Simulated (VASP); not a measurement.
# KCl (P6_3/mmc) in VASP: a series of runs

KCl is run at these levels: PBE; tasks: single point.

All numbers are computed with VASP 6.6.1; they aren't measurements. Logs are shortened: lines on timing, memory, paths and dates and some standing lists are left out, and cuts for length are marked.

## 1. The cell of the first run

Symmetry: P6_3/mmc, No. 194, hexagonal system. Conventional cell: a = 4.128 Å, b = 4.128 Å, c = 7.263 Å, α = 90.00°, β = 90.00°, γ = 120.00°. Within 3.9 Å of K (site symmetry -3m) lie 6 Cl at 3.00 Å and 2 K at 3.63 Å. Within 3.9 Å of Cl (site symmetry -6m2) lie 6 K at 3.00 Å.

## 2. Single point, PBE (strain -4.9%)

The input, INCAR:

```
PREC = Accurate
ENCUT = 520
EDIFF = 1E-7
ISMEAR = -1
SIGMA = 0.02
LREAL = F
LASPH = T
NELM = 60
ALGO = Normal
ISIF = 2
LWAVE = F
LCHARG = T
GGA = PE
LELF = T
LVHAR = T
NBANDS = 24
```

The input, KPOINTS:

```
Automatic mesh
0
Gamma
  12 12 4
```

The input, POSCAR:

```
KCl
1.0
    4.1282830175      0.0000000000      0.0000000000
   -2.0641415088      3.5751979671      0.0000000000
    0.0000000000      0.0000000000      7.2633384685
K Cl
2 2
Direct
    0.0000000000      0.0000000000      0.0000000000
    0.0000000000      0.0000000000      0.5000000000
    0.3333333333      0.6666666667      0.2500000000
    0.6666666667      0.3333333333      0.7500000000
```

Potentials or basis: VASP PAW PBE potentials, release 64 (K_sv, Cl).

Run with:

```bash
$ cat potpaw_PBE.64/K_sv/POTCAR potpaw_PBE.64/Cl/POTCAR > POTCAR
$ mpirun -np 1 vasp_std > vasp.out
```

OUTCAR:

```text
PREC = Accurate
   ENCUT = 520
   EDIFF = 1E-7
   ISMEAR = -1
   LREAL = F
   LASPH = T
   NELM = 60
   ISIF = 2
   GGA = PE

 ion  position               nearest neighbor table
   1  0.000  0.000  0.000-   3 3.00   4 3.00   3 3.00   4 3.00   4 3.00   3 3.00   2 3.63   2 3.63

   2  0.000  0.000  0.500-   3 3.00   4 3.00   3 3.00   4 3.00   4 3.00   3 3.00   1 3.63   1 3.63

   3  0.333  0.667  0.250-   1 3.00   2 3.00   1 3.00   2 3.00   1 3.00   2 3.00
   4  0.667  0.333  0.750-   1 3.00   2 3.00   1 3.00   2 3.00   1 3.00   2 3.00

  LATTYP: Found a hexagonal cell.
 ALAT       =     4.1282830175
 C/A-ratio  =     1.7594090419

  Lattice vectors:

 A1 = (   4.1282830175,   0.0000000000,   0.0000000000)
 A2 = (  -2.0641415088,   3.5751979671,   0.0000000000)
 A3 = (   0.0000000000,   0.0000000000,   7.2633384685)

Analysis of symmetry for initial positions (statically):
=====================================================================
 Subroutine PRICEL returns:
 Original cell was already a primitive cell.

 Routine SETGRP: Setting up the symmetry group for a
 hexagonal supercell.

 Subroutine GETGRP returns: Found 24 space group operations
 (whereof 12 operations were pure point group operations)
 out of a pool of 24 trial point group operations.

The static configuration has the point symmetry D_3d.
 The point group associated with its full space group is D_6h.

Analysis of symmetry for dynamics (positions and initial velocities):
=====================================================================
 Subroutine PRICEL returns:
 Original cell was already a primitive cell.

 Routine SETGRP: Setting up the symmetry group for a
 hexagonal supercell.

 Subroutine GETGRP returns: Found 24 space group operations
 (whereof 12 operations were pure point group operations)
 out of a pool of 24 trial point group operations.

The dynamic configuration has the point symmetry D_3d.
 The point group associated with its full space group is D_6h.

 Subroutine INISYM returns: Found 24 space group operations
 (whereof 12 operations are pure point group operations),
 and found     1 'primitive' translations

----------------------------------------------------------------------------------------

                                     Primitive cell

  volume of cell :     107.2027

  direct lattice vectors                    reciprocal lattice vectors
[... 90 lines left out ...]
   NELM   =     60;   NELMIN=  2; NELMDL= -5     # of ELM steps
   EDIFF  = 0.1E-06   stopping-criterion for ELM
   LREAL  =      F    real-space projection
   EDIFFG = 0.1E-05   stopping-criterion for IOM
   NSW    =      0    number of steps for IOM
   IBRION =     -1    ionic relax: 0-MD 1-quasi-New 2-CG
   NFREE  =      0    steps in history (QN), initial steepest desc. (CG)
   ISIF   =      2    stress and relaxation
   ISYM   =      2    0-nonsym 1-usesym 2-fastsym
   POTIM  = 0.5000    time-step for ionic-motion
   TEBEG  =    0.0;   TEEND  =   0.0 temperature during run
   PSTRESS=    0.0 pullay stress
   NELECT =      32.0000    total number of electrons
   NUPDOWN=      -1.0000    fix difference up-down
   EMIN   =  10.00;   EMAX   =-10.00  energy-range for DOS
   EFERMI =   0.00;   METHOD = LEGACY
   ISMEAR =    -1;   SIGMA  =   0.02  broadening in eV -4-tet -1-fermi 0-gaus
   EFERMI_NEDOS =   21; number of points for ismear=-14 and -15
   IALGO  =     38    algorithm
   IMIX   =      4    mixing-type and parameters
     AMIX     =   0.40;   BMIX     =  1.00
     AMIX_MAG =   1.60;   BMIX_MAG =  1.00
  volume/ion in A,a.u.               =      26.80       180.86
  Fermi-wavevector in a.u.,A,eV,Ry     =   1.094098  2.067545 16.286859  1.197050
  Thomas-Fermi vector in A             =   2.230396
   LORBIT       =      0    0 simple, 1 ext, 2 COOP (PROOUT), +10 PAW based schemes
   GGA     = PE    functional components
   LHFCALC =     F    Hartree Fock is set to
   AEXX    =    0.0000 exact exchange contribution
   IVDW    =     0    specifies the selected vdW correction
   LEPSILON=     F    determine dielectric tensor
   LRPA    =     F    only Hartree local field effects (RPA)
 non-spin polarized calculation
  energy-cutoff  :      520.00
  volume of cell :      107.20
 maximum number of plane-waves:      2925
 NGX is ok and might be reduce to    32
   NGX = 15   NGY = 15   NGZ = 27

 number of electron      31.9999995 magnetization

 Free energy of the ion-electron system (eV)
  ---------------------------------------------------
  ext. energy  EPLUGINS =         0.00000000
  ---------------------------------------------------
  free energy    TOTEN  =       -13.19779221 eV

  energy without entropy =      -13.19779221  energy(sigma->0) =      -13.19779221

 E-fermi :  -0.6181     XC(G=0):  -8.1731

 val. band max:       -1.0869542749   @ k =   0.0000   0.0000   0.0000
 cond. band min:       4.5852029084   @ k =   0.0000   0.0000   0.0000
 fundamental gap:      5.6721571833
 Fermi energy:        -0.6181479345

 k-point     1 :       0.0000    0.0000    0.0000
  band No.  band energies     occupation
      1     -28.1477      2.00000
      2     -28.1069      2.00000
      3     -13.8269      2.00000
      4     -13.4629      2.00000
      5     -11.6090      2.00000
      6     -11.6090      2.00000
[... 637 lines left out ...]
     23       9.3541      0.00000
     24       9.6289      0.00000

 [... further k-points ...]

------------------------ aborting loop because EDIFF is reached ----------------------------------------

  FORCE on cell =-STRESS in cart. coord.  units (eV):
  Direction    XX          YY          ZZ          XY          YZ          ZX
  --------------------------------------------------------------------------------------
  -------------------------------------------------------------------------------------
  Total        3.2725438      3.2725438      3.6723507     -0.0000000      0.0000000      0.0000000
  in kB       48.9091607     48.9091607     54.8843963     -0.0000000      0.0000000      0.0000000
  external PRESSURE =      50.9009059 kB  Pullay stress =       0.0000000 kB

 VOLUME and BASIS-vectors are now :
 -----------------------------------------------------------------------------
  energy-cutoff  :      520.00
  volume of cell :      107.20
      direct lattice vectors                 reciprocal lattice vectors
     4.128283018  0.000000000  0.000000000     0.242231455  0.139852395  0.000000000
    -2.064141509  3.575197967  0.000000000     0.000000000  0.279704791  0.000000000
     0.000000000  0.000000000  7.263338468     0.000000000  0.000000000  0.137677737

 POSITION                                       TOTAL-FORCE (eV/Angst)
 -----------------------------------------------------------------------------------
      0.00000      0.00000      0.00000        -0.000000     -0.000000      0.000000
      0.00000      0.00000      3.63167        -0.000000     -0.000000      0.000000
     -0.00000      2.38347      1.81583         0.000000      0.000000      0.000000
      2.06414      1.19173      5.44750        -0.000000      0.000000      0.000000
 -----------------------------------------------------------------------------------
    total drift:                                0.000000     -0.000000      0.000000

  FREE ENERGIE OF THE ION-ELECTRON SYSTEM (eV)
  ---------------------------------------------------
  free  energy   TOTEN  =       -13.1977922127 eV

  energy  without entropy=      -13.1977922127  energy(sigma->0) =      -13.19779221
```

OSZICAR:

```text
N       E                     dE             d eps       ncg     rms          rms(c)
DAV:   1     0.240795552476E+03    0.24080E+03   -0.14747E+04  2736   0.122E+03
DAV:   2     0.342113753238E+01   -0.23737E+03   -0.22353E+03  3496   0.315E+02
DAV:   3    -0.133531521359E+02   -0.16774E+02   -0.16697E+02  4544   0.727E+01
DAV:   4    -0.137290040523E+02   -0.37585E+00   -0.37521E+00  3952   0.105E+01
DAV:   5    -0.137396878848E+02   -0.10684E-01   -0.10683E-01  4064   0.148E+00    0.611E+00
DAV:   6    -0.132005567657E+02    0.53913E+00   -0.99143E-01  3336   0.433E+00    0.491E+00
DAV:   7    -0.131744335390E+02    0.26123E-01   -0.34464E-01  3504   0.265E+00    0.273E+00
DAV:   8    -0.131966344795E+02   -0.22201E-01   -0.65797E-02  3840   0.146E+00    0.477E-01
DAV:   9    -0.131964283794E+02    0.20610E-03   -0.51198E-03  3624   0.364E-01    0.147E-01
DAV:  10    -0.131977859013E+02   -0.13575E-02   -0.17144E-03  3096   0.236E-01    0.802E-02
DAV:  11    -0.131977778533E+02    0.80480E-05   -0.12238E-04  3920   0.578E-02    0.125E-02
DAV:  12    -0.131977916064E+02   -0.13753E-04   -0.17261E-05  3200   0.243E-02    0.644E-03
DAV:  13    -0.131977919848E+02   -0.37843E-06   -0.33791E-06  3880   0.923E-03    0.363E-03
DAV:  14    -0.131977921829E+02   -0.19804E-06   -0.52204E-07  3328   0.498E-03    0.745E-04
DAV:  15    -0.131977922127E+02   -0.29814E-07   -0.25854E-08  2648   0.100E-03
   1 F= -.13197792E+02 E0= -.13197792E+02  d E =-.576184E-12
```

stdout:

```text
POSCAR found type information on POSCAR K Cl
 POSCAR found :  2 types and       4 ions
 scaLAPACK will be used
 LDA part: xc-table for (Slater+PW92), standard interpolation
 POSCAR, INCAR and KPOINTS ok, starting setup
 FFT: planning ... GRIDC
 FFT: planning ... GRID_SOFT
 FFT: planning ... GRID
 WAVECAR not read
 entering main loop
```

Wall time 2 min (1 thread of Intel Xeon 6975P-C, shared host); peak memory 0.3 GiB.

What came out:

```yaml
Free_energy: -13.1978 eV
Pressure: 5.1 GPa
Band_gap_on_the_k_mesh: 5.67 eV, direct
```

Levels at points of the mesh, in eV from the valence-band top:
| k point | band 12 | band 13 | band 14 | band 15 | band 16 | band 17 | band 18 | band 19 | band 20 | band 21 |
| --- | --- | --- | --- | --- | --- | --- | --- | --- | --- | --- |
| (0.00, 0.00, 0.00) | -0.39 | -0.39 | -0.16 | 0.00 | 0.00 | 5.67 | 7.30 | 8.00 | 8.71 | 8.71 |
| (0.50, 0.00, 0.00) | -0.74 | -0.72 | -0.49 | -0.49 | -0.24 | 6.67 | 8.00 | 8.34 | 9.19 | 10.04 |
| (0.00, 0.00, 0.50) | -0.85 | -0.20 | -0.20 | -0.20 | -0.20 | 7.01 | 7.01 | 8.14 | 8.14 | 9.31 |
| (0.50, 0.00, 0.50) | -1.11 | -0.52 | -0.52 | -0.36 | -0.36 | 7.42 | 7.42 | 8.43 | 8.43 | 10.45 |

Caveat: the cell differs from its parent crystal (strain -4.9%).

## 3. Single point, PBE (epitaxial xy strain +2.5%)

The input, INCAR:

```
SYSTEM = KCl
PREC     = Accurate       ! precision mode
ENCUT    = 520            ! plane-wave cutoff, eV
EDIFF    = 1E-6           ! SCF threshold, eV
ISMEAR   = -1             ! smearing method
SIGMA    = 0.02           ! smearing width, eV
LREAL    = .FALSE.        ! projectors in reciprocal space
LASPH    = .TRUE.         ! aspherical terms in the spheres
NELM     = 100            ! most SCF steps
ALGO     = Normal         ! electronic algorithm
ISIF     = 2              ! what is computed and relaxed
LWAVE    = .FALSE.        ! write WAVECAR
LCHARG   = .FALSE.        ! write CHGCAR
GGA      = PE             ! functional
NBANDS   = 24             ! bands
```

The input, KPOINTS:

```
Automatic mesh
0
G
  12 12 4
  0 0 0
```

The input, POSCAR:

```
KCl
1.0
    4.4507508772      0.0000000000      0.0000000000
   -2.2253754386      3.8544633256      0.0000000000
    0.0000000000      0.0000000000      7.5201935882
K Cl
2 2
Direct
    0.0000000000      0.0000000000      0.0000000000
    0.0000000000      0.0000000000      0.5000000000
    0.3333333333      0.6666666667      0.2500000000
    0.6666666667      0.3333333333      0.7500000000
```

Potentials or basis: VASP PAW PBE potentials, release 64 (K_sv, Cl).

Run with:

```bash
$ cat potpaw_PBE.64/K_sv/POTCAR potpaw_PBE.64/Cl/POTCAR > POTCAR
$ mpirun -np 1 vasp_std > vasp.out
```

Wall time 2.2 min (1 thread of Intel Xeon 6975P-C, shared host); peak memory 0.33 GiB.

It converged, with:

* Free energy: -13.4984 eV
* Pressure: 0.2 GPa
* Band gap on the k mesh: 5.07 eV, direct

Stress tensor (GPa, compression positive):
```
-0.08  0.00  0.00
 0.00 -0.08  0.00
 0.00  0.00  0.81
```

Levels at points of the mesh, in eV from the valence-band top:
| k point | band 13 | band 14 | band 15 | band 16 | band 17 | band 18 | band 19 | band 20 |
| --- | --- | --- | --- | --- | --- | --- | --- | --- |
| (0.00, 0.00, 0.00) | -0.27 | -0.06 | 0.00 | 0.00 | 5.07 | 7.41 | 7.50 | 8.52 |
| (0.50, 0.00, 0.00) | -0.44 | -0.39 | -0.31 | -0.21 | 6.78 | 7.71 | 7.92 | 8.23 |
| (0.00, 0.00, 0.50) | -0.14 | -0.14 | -0.14 | -0.14 | 6.26 | 6.26 | 8.09 | 8.09 |
| (0.50, 0.00, 0.50) | -0.33 | -0.33 | -0.26 | -0.26 | 7.47 | 7.47 | 7.83 | 7.83 |

Caveat: the cell differs from its parent crystal (epitaxial xy strain +2.5%). A k mesh can miss the band edges.
